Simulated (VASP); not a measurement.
# TiO2 (P4_2/mnm) in VASP: further runs

Runs on TiO2. Level: r2SCAN. Tasks: single point.

Everything below comes from runs of VASP 6.6.1. Logs are shortened: lines on timing, memory, paths and dates and some standing lists are left out, and cuts for length are marked.

**Experimental background.**

“Shallow Valence Band of Rutile GeO2 and P-type Doping”, 2020, arxiv:2011.08928 quotes, for a bulk crystal of TiO2 at 1.6 K: band gap 3.03 eV (direct).

How close the calculation comes is told below.

### Step 1. The cell of the first run

Symmetry: P4_2/mnm, No. 136, tetragonal system. Conventional cell: a = 4.485 Å, b = 4.485 Å, c = 2.916 Å, α = 90.00°, β = 90.00°, γ = 90.00°. Ti (site symmetry mmm) has 6 O at 1.92 Å within 2.5 Å. Within 2.6 Å of O (site symmetry m2m) lie 3 Ti at 1.92 Å and 1 O at 2.50 Å.

### Step 2. Single point, r2SCAN (9.78 Å³/atom)

Contents of POSCAR:

```
TiO2
1.0
    4.4854740840      0.0000000000      0.0000000000
    0.0000000000      4.4854740840      0.0000000000
    0.0000000000      0.0000000000      2.9160373214
Ti O
2 4
Direct
    0.0000000000      0.0000000000      0.0000000000
    0.5000000000      0.5000000000      0.5000000000
    0.3027875596      0.3027875596      0.0000000000
    0.1972124404      0.8027875596      0.5000000000
    0.6972124404      0.6972124404      0.0000000000
    0.8027875596      0.1972124404      0.5000000000
```

Contents of INCAR.step1:

```
SYSTEM = TiO2
PREC     = Accurate       ! precision mode
ENCUT    = 660            ! plane-wave cutoff, eV
ISMEAR   = 0              ! smearing method
SIGMA    = 0.02           ! smearing width, eV
LREAL    = .False.        ! projectors in reciprocal space
LASPH    = .True.         ! aspherical terms in the spheres
NELM     = 120            ! most SCF steps
NBANDS   = 33             ! bands
GGA      = PE             ! functional
ALGO     = Normal         ! electronic algorithm
EDIFF    = 1E-5           ! SCF threshold, eV
LWAVE    = .True.         ! write WAVECAR
LCHARG   = .False.        ! write CHGCAR
GGA_COMPAT= .False.
```

Contents of INCAR.step2:

```
SYSTEM = TiO2
PREC     = Accurate       ! precision mode
ENCUT    = 660            ! plane-wave cutoff, eV
EDIFF    = 1E-6           ! SCF threshold, eV
ISMEAR   = 0              ! smearing method
SIGMA    = 0.02           ! smearing width, eV
LREAL    = .False.        ! projectors in reciprocal space
LASPH    = .True.         ! aspherical terms in the spheres
NELM     = 120            ! most SCF steps
ALGO     = Normal         ! electronic algorithm
ISIF     = 2              ! what is computed and relaxed
LWAVE    = .False.        ! write WAVECAR
LCHARG   = .False.        ! write CHGCAR
METAGGA  = R2SCAN         ! meta-GGA
LMIXTAU  = .True.       
NBANDS   = 33             ! bands
ISTART   = 1            
GGA_COMPAT= .False.
```

Contents of KPOINTS:

```
regular mesh
0
Gamma
  6 6 10
  0 0 0
```

Potentials or basis: VASP PAW PBE potentials, release 64 (Ti_sv, O).

Run with:

```
cat potpaw_PBE.64/Ti_sv/POTCAR potpaw_PBE.64/O/POTCAR > POTCAR
cp INCAR.step1 INCAR
mpirun -np 1 vasp_std > vasp.out
cp INCAR.step2 INCAR
mpirun -np 1 vasp_std > vasp.out
```

OUTCAR:

```text
SYSTEM = TiO2
   PREC = Accurate
   ENCUT = 660
   EDIFF = 1E-6
   ISMEAR = 0
   LREAL = .False.
   LASPH = .True.
   NELM = 120
   ISIF = 2
   METAGGA = R2SCAN
   ISTART = 1

 ion  position               nearest neighbor table
   1  0.000  0.000  0.000-   3 1.92   5 1.92   4 1.92   6 1.92   4 1.92   6 1.92
   2  0.500  0.500  0.500-   4 1.92   6 1.92   5 1.92   3 1.92   3 1.92   5 1.92
   3  0.303  0.303  0.000-   1 1.92   2 1.92   2 1.92
   4  0.197  0.803  0.500-   2 1.92   1 1.92   1 1.92
   5  0.697  0.697  0.000-   1 1.92   2 1.92   2 1.92
   6  0.803  0.197  0.500-   2 1.92   1 1.92   1 1.92

  LATTYP: Found a simple tetragonal cell.
 ALAT       =     4.4854740840
 C/A-ratio  =     0.6501068263

  Lattice vectors:

 A1 = (   4.4854740840,   0.0000000000,   0.0000000000)
 A2 = (   0.0000000000,   4.4854740840,   0.0000000000)
 A3 = (   0.0000000000,   0.0000000000,   2.9160373214)

Analysis of symmetry for initial positions (statically):
=====================================================================
 Subroutine PRICEL returns:
 Original cell was already a primitive cell.

 Routine SETGRP: Setting up the symmetry group for a
 simple tetragonal supercell.

 Subroutine GETGRP returns: Found 16 space group operations
 (whereof  8 operations were pure point group operations)
 out of a pool of 16 trial point group operations.

The static configuration has the point symmetry D_2h.
 The point group associated with its full space group is D_4h.

Analysis of symmetry for dynamics (positions and initial velocities):
=====================================================================
 Subroutine PRICEL returns:
 Original cell was already a primitive cell.

 Routine SETGRP: Setting up the symmetry group for a
 simple tetragonal supercell.

 Subroutine GETGRP returns: Found 16 space group operations
 (whereof  8 operations were pure point group operations)
 out of a pool of 16 trial point group operations.

The dynamic configuration has the point symmetry D_2h.
 The point group associated with its full space group is D_4h.

 Subroutine INISYM returns: Found 16 space group operations
 (whereof  8 operations are pure point group operations),
 and found     1 'primitive' translations

----------------------------------------------------------------------------------------

                                     Primitive cell

  volume of cell :      58.6691

  direct lattice vectors                    reciprocal lattice vectors
     4.485474084  0.000000000  0.000000000     0.222941874  0.000000000  0.000000000
     0.000000000  4.485474084  0.000000000     0.000000000  0.222941874  0.000000000
     0.000000000  0.000000000  2.916037321     0.000000000  0.000000000  0.342931139

  length of vectors
     4.485474084  4.485474084  2.916037321     0.222941874  0.222941874  0.342931139

  position of ions in fractional coordinates (direct lattice)
     0.000000000  0.000000000  0.000000000
     0.500000000  0.500000000  0.500000000
     0.302787560  0.302787560  0.000000000
     0.197212440  0.802787560  0.500000000
     0.697212440  0.697212440  0.000000000
     0.802787560  0.197212440  0.500000000

  ion indices of the primitive-cell ions
   primitive index   ion index
                 1           1
                 2           2
                 3           3
                 4           4
                 5           5
                 6           6

----------------------------------------------------------------------------------------

 KPOINTS: regular mesh

Automatic generation of k-mesh.
 Grid dimensions read from file:
 generate k-points for:    6    6   10

 Generating k-lattice:

  Cartesian coordinates                     Fractional coordinates (reciprocal lattice)
     0.037156979  0.000000000  0.000000000     0.166666667  0.000000000  0.000000000
     0.000000000  0.037156979  0.000000000     0.000000000  0.166666667  0.000000000
     0.000000000  0.000000000  0.034293114     0.000000000  0.000000000  0.100000000

  Length of vectors
     0.037156979  0.037156979  0.034293114

  Shift w.r.t. Gamma in fractional coordinates (k-lattice)
     0.000000000  0.000000000  0.000000000

 Subroutine IBZKPT returns following result:
 ===========================================

 Found     60 irreducible k-points:

 Following reciprocal coordinates:
            Coordinates               Weight
  0.000000  0.000000  0.000000      1.000000
  0.166667  0.000000  0.000000      4.000000
  0.333333  0.000000  0.000000      4.000000
  0.500000  0.000000  0.000000      2.000000
  0.166667  0.166667  0.000000      4.000000
  0.333333  0.166667  0.000000      8.000000
[... 16 lines left out ...]
  0.333333  0.000000  0.200000      8.000000
  0.500000  0.000000  0.200000      4.000000
 [... further k-points ...]
   k-points           NKPTS =     60   k-points in BZ     NKDIM =     60   number of bands    NBANDS=     33
   number of dos      NEDOS =    301   number of ions     NIONS =      6
   total plane-waves  NPLWV =  38400
   dimension x,y,z NGX =    40 NGY =   40 NGZ =   24
   dimension x,y,z NGXF=    80 NGYF=   80 NGZF=   48
   ions per type =               2   4
   NGX,Y,Z   is equivalent  to a cutoff of  14.83, 14.83, 13.68 a.u.
   NGXF,Y,Z  is equivalent  to a cutoff of  29.65, 29.65, 27.37 a.u.
 SYSTEM =  TiO2
   PREC   = accura    normal or accurate (medium, high low for compatibility)
   ISTART =      1    job   : 0-new  1-cont  2-samecut
   ICHARG =      0    charge: 1-file 2-atom 10-const
   ISPIN  =      1    spin polarized calculation?
   LNONCOLLINEAR =      F non collinear calculations
   LSORBIT =      F    spin-orbit coupling
   LASPH  =      T    aspherical Exc in radial PAW
   ENCUT  =  660.0 eV  48.51 Ry    6.96 a.u.   9.40  9.40  6.11*2*pi/ulx,y,z
   NELM   =    120;   NELMIN=  2; NELMDL=  0     # of ELM steps
   EDIFF  = 0.1E-05   stopping-criterion for ELM
   LREAL  =      F    real-space projection
[... 7 lines left out ...]
   TEBEG  =    0.0;   TEEND  =   0.0 temperature during run
   PSTRESS=    0.0 pullay stress
   NELECT =      48.0000    total number of electrons
   NUPDOWN=      -1.0000    fix difference up-down
   EMIN   =  10.00;   EMAX   =-10.00  energy-range for DOS
   EFERMI =   0.00;   METHOD = LEGACY
   ISMEAR =     0;   SIGMA  =   0.02  broadening in eV -4-tet -1-fermi 0-gaus
   EFERMI_NEDOS =   21; number of points for ismear=-14 and -15
   IALGO  =     38    algorithm
   IMIX   =      4    mixing-type and parameters
     AMIX     =   0.40;   BMIX     =  1.00
     AMIX_MAG =   1.60;   BMIX_MAG =  1.00
  volume/ion in A,a.u.               =       9.78        65.99
  Fermi-wavevector in a.u.,A,eV,Ry     =   1.531153  2.893460 31.897909  2.344430
  Thomas-Fermi vector in A             =   2.638537
   LORBIT       =      0    0 simple, 1 ext, 2 COOP (PROOUT), +10 PAW based schemes
   METAGGA = R2SCAN    functional components
   LHFCALC =     F    Hartree Fock is set to
   AEXX    =    0.0000 exact exchange contribution
   IVDW    =     0    specifies the selected vdW correction
   LEPSILON=     F    determine dielectric tensor
   LRPA    =     F    only Hartree local field effects (RPA)
 non-spin polarized calculation
 Gauss-broadening in eV      SIGMA  =   0.02
  energy-cutoff  :      660.00
  volume of cell :       58.67
 maximum number of plane-waves:      2284
 NGX is ok and might be reduce to    40
   NGX = 19   NGY = 19   NGZ = 13

 number of electron      47.9999997 magnetization

 Free energy of the ion-electron system (eV)
  ---------------------------------------------------
  ext. energy  EPLUGINS =         0.00000000
  ---------------------------------------------------
  free energy    TOTEN  =       -69.59819933 eV

  energy without entropy =      -69.59819933  energy(sigma->0) =      -69.59819933

 E-fermi :   5.4554     XC(G=0): -12.5223

 val. band max:        5.2628137064   @ k =   0.0000   0.0000   0.0000
 cond. band min:       7.5774681554   @ k =   0.0000   0.0000   0.0000
 fundamental gap:      2.3146544490
 Fermi energy:         5.4553883396

 k-point     1 :       0.0000    0.0000    0.0000
  band No.  band energies     occupation
      1     -53.7169      2.00000
      2     -53.6913      2.00000
      3     -29.0595      2.00000
      4     -29.0595      2.00000
      5     -28.8295      2.00000
      6     -28.8295      2.00000
[... 25 lines left out ...]
     32      12.6713      0.00000
     33      12.6713      0.00000

 k-point     2 :       0.1667    0.0000    0.0000
  band No.  band energies     occupation
      1     -53.7152      2.00000
      2     -53.6930      2.00000
      3     -29.0462      2.00000
      4     -29.0448      2.00000
      5     -28.8460      2.00000
      6     -28.8446      2.00000
[... 25 lines left out ...]
     32      12.5506      0.00000
     33      12.5768      0.00000

 k-point     3 :       0.3333    0.0000    0.0000
  band No.  band energies     occupation
      1     -53.7104      2.00000
      2     -53.6976      2.00000
      3     -29.0095      2.00000
      4     -29.0056      2.00000
      5     -28.8890      2.00000
      6     -28.8848      2.00000
[... 25 lines left out ...]
     32      12.3052      0.00000
     33      12.3569      0.00000

 k-point     4 :       0.5000    0.0000    0.0000
  band No.  band energies     occupation
      1     -53.7040      2.00000
      2     -53.7040      2.00000
      3     -28.9696      2.00000
      4     -28.9696      2.00000
      5     -28.9267      2.00000
      6     -28.9267      2.00000
[... 25 lines left out ...]
     32      12.2037      0.00000
     33      12.3235      0.00000

 k-point     5 :       0.1667    0.1667    0.0000
  band No.  band energies     occupation
      1     -53.7137      2.00000
      2     -53.6945      2.00000
      3     -29.0641      2.00000
      4     -29.0036      2.00000
      5     -28.8899      2.00000
      6     -28.8268      2.00000
[... 604 lines left out ...]
 k-point    22 :       0.1667    0.0000    0.2000
  band No.  band energies     occupation
      1     -53.6959      2.00000
      2     -53.6779      2.00000
      3     -29.0120      2.00000
      4     -28.9967      2.00000
      5     -28.9545      2.00000
      6     -28.9430      2.00000
[... 25 lines left out ...]
     32      11.9501      0.00000
     33      12.1359      0.00000

 k-point    23 :       0.3333    0.0000    0.2000
  band No.  band energies     occupation
      1     -53.6921      2.00000
      2     -53.6817      2.00000
      3     -29.0117      2.00000
      4     -28.9851      2.00000
      5     -28.9454      2.00000
      6     -28.9235      2.00000
[... 25 lines left out ...]
     32      11.5252      0.00000
     33      12.1684      0.00000

 k-point    24 :       0.5000    0.0000    0.2000
  band No.  band energies     occupation
      1     -53.6869      2.00000
      2     -53.6869      2.00000
      3     -28.9988      2.00000
      4     -28.9988      2.00000
      5     -28.9185      2.00000
      6     -28.9185      2.00000
[... 25 lines left out ...]
     32      11.3420      0.00000
     33      12.6868      0.00000

 [... further k-points ...]
[... 5 lines left out ...]
  --------------------------------------------------------------------------------------
  -------------------------------------------------------------------------------------
  Total        6.4170308      6.4170308      6.6694014      0.0000000      0.0000000      0.0000000
  in kB      175.2406779    175.2406779    182.1325886      0.0000000      0.0000000      0.0000000
  external PRESSURE =     177.5379815 kB  Pullay stress =       0.0000000 kB

 VOLUME and BASIS-vectors are now :
 -----------------------------------------------------------------------------
  energy-cutoff  :      660.00
  volume of cell :       58.67
      direct lattice vectors                 reciprocal lattice vectors
     4.485474084  0.000000000  0.000000000     0.222941874  0.000000000  0.000000000
     0.000000000  4.485474084  0.000000000     0.000000000  0.222941874  0.000000000
     0.000000000  0.000000000  2.916037321     0.000000000  0.000000000  0.342931139

 POSITION                                       TOTAL-FORCE (eV/Angst)
 -----------------------------------------------------------------------------------
      0.00000      0.00000      0.00000         0.000000      0.000000     -0.000000
      2.24274      2.24274      1.45802         0.000000      0.000000     -0.000000
      1.35815      1.35815      0.00000        -0.006253     -0.006253     -0.000000
      0.88459      3.60088      1.45802         0.006253     -0.006253     -0.000000
      3.12733      3.12733      0.00000         0.006253      0.006253      0.000000
      3.60088      0.88459      1.45802        -0.006253      0.006253     -0.000000
 -----------------------------------------------------------------------------------
    total drift:                               -0.000000      0.000000     -0.000000

  FREE ENERGIE OF THE ION-ELECTRON SYSTEM (eV)
  ---------------------------------------------------
  free  energy   TOTEN  =       -69.5981993316 eV

  energy  without entropy=      -69.5981993316  energy(sigma->0) =      -69.59819933
```

It took 7.3 min on 1 thread of Oxide Virtual Turin-like, shared host; peak memory 0.25 GiB.

What came out:

```yaml
Free_energy: -69.5982 eV
Pressure: 17.8 GPa
Largest_force: 0.009 eV/Å
Band_gap_on_the_k_mesh: 2.31 eV
```

Forces on the atoms (eV/Å):
```
Ti   0.000  0.000  0.000
Ti   0.000  0.000  0.000
O   -0.006 -0.006  0.000
O    0.006 -0.006  0.000
O    0.006  0.006  0.000
O   -0.006  0.006  0.000
```

Levels at points of the mesh, in eV from the valence-band top:
```
           k point  band 22  band 23  band 24  band 25  band 26  band 27
(0.00, 0.00, 0.00)    -0.53    -0.53     0.00     2.31     2.65     2.88
(0.50, 0.00, 0.00)    -1.88    -0.85    -0.85     3.07     3.07     3.66
(0.50, 0.50, 0.00)    -1.50    -1.19    -1.19     2.36     2.36     3.05
(0.00, 0.00, 0.50)    -2.75    -1.54    -1.54     3.61     3.61     3.78
(0.50, 0.00, 0.50)    -2.21    -1.22    -1.22     2.40     2.40     3.81
(0.50, 0.50, 0.50)    -1.51    -0.72    -0.72     3.17     3.17     3.79
```

Caveat: the cell stands under pressure; the PAW data sets were made with another functional, which shifts forces and pressure a little. A k mesh can miss the band edges.

[end of part 1 of 2]
